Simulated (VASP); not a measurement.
# SnO (Pmn2_1) in VASP: further runs, part 3 of 3

VASP 6.6.1. Earlier steps stand in the parts before.

### 7 Single point, PBEsol

Input file INCAR:

```
  PREC = Accurate
  ENCUT = 520
  EDIFF = 1E-6
  ISMEAR = 0
  SIGMA = 0.01
  LREAL = False
  LASPH = True
  NELM = 60
  ALGO = Normal
  ISIF = 2
  LWAVE = False
  LCHARG = True
  GGA = PS
  LELF = True
  LVHAR = True
  NBANDS = 28
```

Input file KPOINTS:

```
regular mesh
0
Gamma
  8 6 8
```

Input file POSCAR:

```
SnO
1.0
    3.3550000000      0.0000000000      0.0000000000
    0.0000000000      5.6741000000      0.0000000000
    0.0000000000      0.0000000000      4.2219700000
Sn O
2 2
Direct
    0.0000000000      0.2319100000      0.5131400000
    0.5000000000      0.7680900000      0.0131400000
    0.0000000000      0.8912500000      0.7368600000
    0.5000000000      0.1087500000      0.2368600000
```

Potentials or basis: VASP PAW PBE potentials, release 64 (Sn_d, O).

Started as:

```bash
cat potpaw_PBE.64/Sn_d/POTCAR potpaw_PBE.64/O/POTCAR > POTCAR
mpirun -np 1 vasp_std > vasp.out
```

OUTCAR:

```text
PREC = Accurate
   ENCUT = 520
   EDIFF = 1E-6
   ISMEAR = 0
   LREAL = False
   LASPH = True
   NELM = 60
   ISIF = 2
   GGA = PS

 ion  position               nearest neighbor table
   1  0.000  0.232  0.513-   3 2.15   4 2.16   4 2.16
   2  0.500  0.768  0.013-   4 2.15   3 2.16   3 2.16
   3  0.000  0.891  0.737-   1 2.15   2 2.16   2 2.16
   4  0.500  0.109  0.237-   2 2.15   1 2.16   1 2.16

  LATTYP: Found a simple orthorhombic cell.
 ALAT       =     3.3550000000
 B/A-ratio  =     1.2584113264
 C/A-ratio  =     1.6912369598

  Lattice vectors:

 A1 = (  -3.3550000000,   0.0000000000,   0.0000000000)
 A2 = (   0.0000000000,   0.0000000000,   4.2219700000)
 A3 = (   0.0000000000,   5.6741000000,   0.0000000000)

Analysis of symmetry for initial positions (statically):
=====================================================================
 Subroutine PRICEL returns:
 Original cell was already a primitive cell.

 Routine SETGRP: Setting up the symmetry group for a
 simple orthorhombic supercell.

 Subroutine GETGRP returns: Found  4 space group operations
 (whereof  2 operations were pure point group operations)
 out of a pool of  8 trial point group operations.

The static configuration has the point symmetry C_1h.
 The point group associated with its full space group is C_2v.

Analysis of symmetry for dynamics (positions and initial velocities):
=====================================================================
 Subroutine PRICEL returns:
 Original cell was already a primitive cell.

 Routine SETGRP: Setting up the symmetry group for a
 simple orthorhombic supercell.

 Subroutine GETGRP returns: Found  4 space group operations
 (whereof  2 operations were pure point group operations)
 out of a pool of  8 trial point group operations.

The dynamic configuration has the point symmetry C_1h.
 The point group associated with its full space group is C_2v.

 Subroutine INISYM returns: Found  4 space group operations
 (whereof  2 operations are pure point group operations),
 and found     1 'primitive' translations

----------------------------------------------------------------------------------------

                                     Primitive cell

  volume of cell :      80.3720

  direct lattice vectors                    reciprocal lattice vectors
     3.355000000  0.000000000  0.000000000     0.298062593  0.000000000  0.000000000
     0.000000000  5.674100000  0.000000000     0.000000000  0.176239404  0.000000000
     0.000000000  0.000000000  4.221970000     0.000000000  0.000000000  0.236856254

  length of vectors
     3.355000000  5.674100000  4.221970000     0.298062593  0.176239404  0.236856254

  position of ions in fractional coordinates (direct lattice)
     0.000000000  0.231910000  0.513140000
     0.500000000  0.768090000  0.013140000
     0.000000000  0.891250000  0.736860000
     0.500000000  0.108750000  0.236860000

  ion indices of the primitive-cell ions
   primitive index   ion index
                 1           1
                 2           2
                 3           3
                 4           4

----------------------------------------------------------------------------------------

 KPOINTS: regular mesh

Automatic generation of k-mesh.
 Grid dimensions read from file:
 generate k-points for:    8    6    8

 Generating k-lattice:

  Cartesian coordinates                     Fractional coordinates (reciprocal lattice)
     0.037257824  0.000000000  0.000000000     0.125000000  0.000000000  0.000000000
     0.000000000  0.029373234  0.000000000     0.000000000  0.166666667  0.000000000
     0.000000000  0.000000000  0.029607032     0.000000000  0.000000000  0.125000000

  Length of vectors
     0.037257824  0.029373234  0.029607032

  Shift w.r.t. Gamma in fractional coordinates (k-lattice)
     0.000000000  0.000000000  0.000000000

 Subroutine IBZKPT returns following result:
 ===========================================

 Found    100 irreducible k-points:

 Following reciprocal coordinates:
            Coordinates               Weight
  0.000000  0.000000  0.000000      1.000000
  0.125000  0.000000  0.000000      2.000000
  0.250000  0.000000  0.000000      2.000000
  0.375000  0.000000  0.000000      2.000000
  0.500000  0.000000  0.000000      1.000000
  0.000000  0.166667  0.000000      2.000000
[... 16 lines left out ...]
  0.250000  0.000000  0.125000      4.000000
  0.375000  0.000000  0.125000      4.000000
 [... further k-points ...]
   k-points           NKPTS =    100   k-points in BZ     NKDIM =    100   number of bands    NBANDS=     28
   number of dos      NEDOS =    301   number of ions     NIONS =      4
   total plane-waves  NPLWV =  37632
   dimension x,y,z NGX =    28 NGY =   42 NGZ =   32
   dimension x,y,z NGXF=    56 NGYF=   84 NGZF=   64
   ions per type =               2   2
   NGX,Y,Z   is equivalent  to a cutoff of  13.87, 12.31, 12.60 a.u.
   NGXF,Y,Z  is equivalent  to a cutoff of  27.75, 24.61, 25.20 a.u.
 SYSTEM =  unknown system
   PREC   = accura    normal or accurate (medium, high low for compatibility)
   ISTART =      0    job   : 0-new  1-cont  2-samecut
   ICHARG =      2    charge: 1-file 2-atom 10-const
   ISPIN  =      1    spin polarized calculation?
   LNONCOLLINEAR =      F non collinear calculations
   LSORBIT =      F    spin-orbit coupling
   LASPH  =      T    aspherical Exc in radial PAW
   ENCUT  =  520.0 eV  38.22 Ry    6.18 a.u.   6.24 10.55  7.85*2*pi/ulx,y,z
   NELM   =     60;   NELMIN=  2; NELMDL= -5     # of ELM steps
   EDIFF  = 0.1E-05   stopping-criterion for ELM
   LREAL  =      F    real-space projection
   EDIFFG = 0.1E-04   stopping-criterion for IOM
   NSW    =      0    number of steps for IOM
   IBRION =     -1    ionic relax: 0-MD 1-quasi-New 2-CG
   NFREE  =      0    steps in history (QN), initial steepest desc. (CG)
   ISIF   =      2    stress and relaxation
   ISYM   =      2    0-nonsym 1-usesym 2-fastsym
   POTIM  = 0.5000    time-step for ionic-motion
   TEBEG  =    0.0;   TEEND  =   0.0 temperature during run
   PSTRESS=    0.0 pullay stress
   NELECT =      40.0000    total number of electrons
   NUPDOWN=      -1.0000    fix difference up-down
   EMIN   =  10.00;   EMAX   =-10.00  energy-range for DOS
   EFERMI =   0.00;   METHOD = LEGACY
   ISMEAR =     0;   SIGMA  =   0.01  broadening in eV -4-tet -1-fermi 0-gaus
   EFERMI_NEDOS =   21; number of points for ismear=-14 and -15
   IALGO  =     38    algorithm
   IMIX   =      4    mixing-type and parameters
     AMIX     =   0.40;   BMIX     =  1.00
     AMIX_MAG =   1.60;   BMIX_MAG =  1.00
  volume/ion in A,a.u.               =      20.09       135.59
  Fermi-wavevector in a.u.,A,eV,Ry     =   1.297358  2.451652 22.900491  1.683139
  Thomas-Fermi vector in A             =   2.428756
   LORBIT       =      0    0 simple, 1 ext, 2 COOP (PROOUT), +10 PAW based schemes
   GGA     = PS    functional components
   LHFCALC =     F    Hartree Fock is set to
   AEXX    =    0.0000 exact exchange contribution
   IVDW    =     0    specifies the selected vdW correction
   LEPSILON=     F    determine dielectric tensor
   LRPA    =     F    only Hartree local field effects (RPA)
 non-spin polarized calculation
 Gauss-broadening in eV      SIGMA  =   0.01
  energy-cutoff  :      520.00
  volume of cell :       80.37
 maximum number of plane-waves:      2183
 NGX is ok and might be reduce to    28
   NGX = 13   NGY = 21   NGZ = 15

 number of electron      39.9999992 magnetization

 Free energy of the ion-electron system (eV)
  ---------------------------------------------------
  ext. energy  EPLUGINS =         0.00000000
  ---------------------------------------------------
  free energy    TOTEN  =       -23.79591161 eV

  energy without entropy =      -23.79591161  energy(sigma->0) =      -23.79591161

 E-fermi :   4.8181     XC(G=0):  -9.7645

 val. band max:        4.7073507536   @ k =   0.0000   0.0000   0.0000
 cond. band min:       6.0367019014   @ k =   0.3750   0.5000   0.0000
 fundamental gap:      1.3293511478
 Fermi energy:         4.8180556325

 k-point     1 :       0.0000    0.0000    0.0000
  band No.  band energies     occupation
      1     -16.4166      2.00000
      2     -16.0898      2.00000
      3     -16.0057      2.00000
      4     -15.9794      2.00000
      5     -15.9519      2.00000
      6     -15.9205      2.00000
[... 20 lines left out ...]
     27      13.3580      0.00000
[... 691 lines left out ...]
      6     -15.9267      2.00000
[... 20 lines left out ...]
     27      13.4744      0.00000
     28      14.8604      0.00000

 [... further k-points ...]
[... 5 lines left out ...]
  --------------------------------------------------------------------------------------
  -------------------------------------------------------------------------------------
  Total       -1.7529857     -1.2940284     -1.2790782      0.0000000      0.0000000      0.0000000
  in kB      -34.9449405    -25.7958436    -25.4978180      0.0000000      0.0000000      0.0000000
  external PRESSURE =     -28.7462007 kB  Pullay stress =       0.0000000 kB

 VOLUME and BASIS-vectors are now :
 -----------------------------------------------------------------------------
  energy-cutoff  :      520.00
  volume of cell :       80.37
      direct lattice vectors                 reciprocal lattice vectors
     3.355000000  0.000000000  0.000000000     0.298062593  0.000000000  0.000000000
     0.000000000  5.674100000  0.000000000     0.000000000  0.176239404  0.000000000
     0.000000000  0.000000000  4.221970000     0.000000000  0.000000000  0.236856254

 POSITION                                       TOTAL-FORCE (eV/Angst)
 -----------------------------------------------------------------------------------
      0.00000      1.31588      2.16646         0.000000     -0.335163     -0.098025
      1.67750      4.35822      0.05548         0.000000      0.335163     -0.098025
      0.00000      5.05704      3.11100         0.000000      0.122197      0.098025
      1.67750      0.61706      1.00002         0.000000     -0.122197      0.098025
 -----------------------------------------------------------------------------------
    total drift:                                0.000000     -0.000000     -0.000026

  FREE ENERGIE OF THE ION-ELECTRON SYSTEM (eV)
  ---------------------------------------------------
  free  energy   TOTEN  =       -23.7959116106 eV

  energy  without entropy=      -23.7959116106  energy(sigma->0) =      -23.79591161
```

OSZICAR:

```text
N       E                     dE             d eps       ncg     rms          rms(c)
DAV:   1     0.433688318166E+03    0.43369E+03   -0.20264E+04  5756   0.210E+03
DAV:   2     0.423253071714E+02   -0.39136E+03   -0.37557E+03  5788   0.536E+02
DAV:   3    -0.238772902205E+02   -0.66203E+02   -0.65086E+02  6372   0.188E+02
DAV:   4    -0.272387421544E+02   -0.33615E+01   -0.33422E+01  6568   0.456E+01
DAV:   5    -0.273207287479E+02   -0.81987E-01   -0.81973E-01  6172   0.767E+00    0.111E+01
DAV:   6    -0.239259077116E+02    0.33948E+01   -0.15743E+01  9212   0.460E+01    0.523E+00
DAV:   7    -0.238424136375E+02    0.83494E-01   -0.20410E+00  6468   0.867E+00    0.255E+00
DAV:   8    -0.238072278493E+02    0.35186E-01   -0.35159E-01  6604   0.386E+00    0.773E-01
DAV:   9    -0.237950436437E+02    0.12184E-01   -0.47021E-02  9232   0.222E+00    0.231E-01
DAV:  10    -0.237964447912E+02   -0.14011E-02   -0.80827E-03  7832   0.837E-01    0.158E-01
DAV:  11    -0.237958883155E+02    0.55648E-03   -0.24097E-03  8764   0.471E-01    0.258E-02
DAV:  12    -0.237959147318E+02   -0.26416E-04   -0.29571E-04  5960   0.114E-01    0.275E-02
DAV:  13    -0.237959121734E+02    0.25584E-05   -0.21173E-05  7380   0.333E-02    0.754E-03
DAV:  14    -0.237959116106E+02    0.56274E-06   -0.88544E-07  4076   0.739E-03
   1 F= -.23795912E+02 E0= -.23795912E+02  d E =-.874680E-58
```

stdout:

```text
POSCAR found type information on POSCAR SnO
 POSCAR found :  2 types and       4 ions
 scaLAPACK will be used
 -----------------------------------------------------------------------------
|                                                                             |
|                                                                             |
|     You enforced a specific xc type in the INCAR file but a different       |
|     I HOPE YOU KNOW WHAT YOU ARE DOING!                                     |
|                                                                             |
 -----------------------------------------------------------------------------

 LDA part: xc-table for (Slater+PW92), standard interpolation
 POSCAR, INCAR and KPOINTS ok, starting setup
 FFT: planning ... GRIDC
 FFT: planning ... GRID_SOFT
 FFT: planning ... GRID
 WAVECAR not read
 entering main loop
```

It took 2.3 min on 1 thread of Intel Xeon Platinum 8375C at 2.90GHz (Ice Lake), shared host; peak memory 0.31 GiB.

What came out:

```
Free energy            : -23.7959 eV
Pressure               : -2.9 GPa
Largest force          : 0.349 eV/Å
Band gap on the k mesh : 1.33 eV, indirect (least direct gap 1.97 eV)
```

Forces in eV/Å, atoms in the order of the input:
```
Sn   0.000 -0.335 -0.098
Sn   0.000  0.335 -0.098
O    0.000  0.122  0.098
O    0.000 -0.122  0.098
```

Levels at points of the mesh, in eV from the valence-band top:
| k point | band 17 | band 18 | band 19 | band 20 | band 21 | band 22 | band 23 | band 24 |
| --- | --- | --- | --- | --- | --- | --- | --- | --- |
| (0.00, 0.00, 0.00) | -3.50 | -2.64 | -2.05 | 0.00 | 2.61 | 3.10 | 5.81 | 5.86 |
| (0.50, 0.00, 0.00) | -2.58 | -2.58 | -1.25 | -1.25 | 2.53 | 2.53 | 5.48 | 5.48 |
| (0.00, 0.50, 0.00) | -3.80 | -2.66 | -1.59 | -1.37 | 3.27 | 3.86 | 4.79 | 4.97 |
| (0.50, 0.50, 0.00) | -2.65 | -2.65 | -0.91 | -0.91 | 1.83 | 1.83 | 6.23 | 6.23 |
| (0.00, 0.00, 0.50) | -3.20 | -3.20 | -1.66 | -1.66 | 2.61 | 2.61 | 5.17 | 5.17 |
| (0.50, 0.00, 0.50) | -3.15 | -3.15 | -1.08 | -1.08 | 2.06 | 2.06 | 4.55 | 4.55 |
| (0.00, 0.50, 0.50) | -2.92 | -2.92 | -1.51 | -1.51 | 1.87 | 1.87 | 5.92 | 5.92 |
| (0.50, 0.50, 0.50) | -3.43 | -3.43 | -0.43 | -0.43 | 2.38 | 2.38 | 4.10 | 4.10 |

Caveat: the PAW data sets were made with another functional, which shifts forces and pressure a little; spin-orbit coupling is left out, which moves the levels of the heavy elements.

### 8 Overview

| k mesh | gap on the mesh (eV) | pressure (GPa) | largest force (eV/Å) |
| --- | --- | --- | --- |
| 2 × 2 × 2 | 1.84 | -2.5 | 0.21 |
| 4 × 2 × 4 | 1.83 | -3.0 | 0.34 |
| 4 × 4 × 4 | 1.64 | -3.0 | 0.34 |
| 6 × 4 × 4 | 1.58 | -2.9 | 0.35 |
| 8 × 4 × 6 | 1.33 | -2.9 | 0.35 |
| 8 × 6 × 8 | 1.33 | -2.9 | 0.35 |

Alike in all rows: task single point; level PBEsol; potentials or basis VASP PAW PBE potentials, release 64 (Sn_d, O); no spin polarisation; cell as given; cutoff (eV) 520; smearing gaussian 0.01 eV.

Caveats: some runs use coarse meshes; the PAW data sets were made with another functional, which shifts forces and pressure a little; spin-orbit coupling is left out, which moves the levels of the heavy elements.

Total energies depend on the potentials used, so only differences within one code and one set of settings carry meaning.
